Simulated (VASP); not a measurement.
Crystal: SrO (rock salt type).

```
Sr O
1.0
     0.00000    2.60000    2.60000
     2.60000    0.00000    2.60000
     2.60000    2.60000    0.00000
Sr O
1 1
Cartesian
  0.0000 0.0000 0.0000
  2.6000 2.6000 2.6000
```

Base run:

| Quantity | Value |
| --- | --- |
| Program | VASP 6.6.1 |
| Functional | PBE |
| Potentials or basis | VASP PAW PBE potentials, release 64 (Sr_sv, O) |
| Cutoff | 520 eV |
| k mesh | 6 × 6 × 6 |
| Occupations | fermi-dirac, width 0.02 eV |
| Spin | no spin polarisation |

Its results: band gap on the k mesh 3.28 eV (least direct gap 3.39 eV); pressure 0.3 GPa.

The run is repeated on the same cell with these changes: functional from PBE to r2SCAN. What comes out?

Band gap on the k mesh 3.76 eV (least direct gap 3.86 eV); pressure -1.6 GPa.

Caveats: the PAW data sets were made with another functional, which shifts forces and pressure a little (at least some runs).

A k mesh can miss the band edges.
